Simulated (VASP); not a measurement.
Input of a VASP 6.6.1 run:

The input INCAR:

```
SYSTEM = MgO
PREC = Accurate
ENCUT = 520
EDIFF = 1E-6
ISMEAR = -1
SIGMA = 0.1
LREAL = .False.
LASPH = .True.
NELM = 100
ALGO = Normal
ISIF = 2
LWAVE = .False.
LCHARG = .False.
GGA = PE
NBANDS = 11
```

File KPOINTS:

```
Automatic mesh
0
Gamma
  17 17 17
  0 0 0
```

POSCAR

```
MgO
1.0
    0.0000000000      1.8885213611      1.8885213611
    1.8885213611      0.0000000000      1.8885213611
    1.8885213611      1.8885213611      0.0000000000
Mg O
1 1
Direct
    0.0000000000      0.0000000000      0.0000000000
    0.5000000000      0.5000000000      0.5000000000
```

Potentials or basis: VASP PAW PBE potentials, release 64 (Mg, O).

Launch:

```sh
$ cat potpaw_PBE.64/Mg/POTCAR potpaw_PBE.64/O/POTCAR > POTCAR
$ mpirun -np 1 vasp_std > vasp.out
```

**Question.** What does it give for the band gap on the k mesh?

**Answer.** 8.63 eV, direct.

**Question.** What does it give for the pressure?

**Answer.** 111.4 GPa.

Caveat: the cell differs from its parent crystal (volume scaled by 0.7, to set the pressure). A k mesh can miss the band edges.
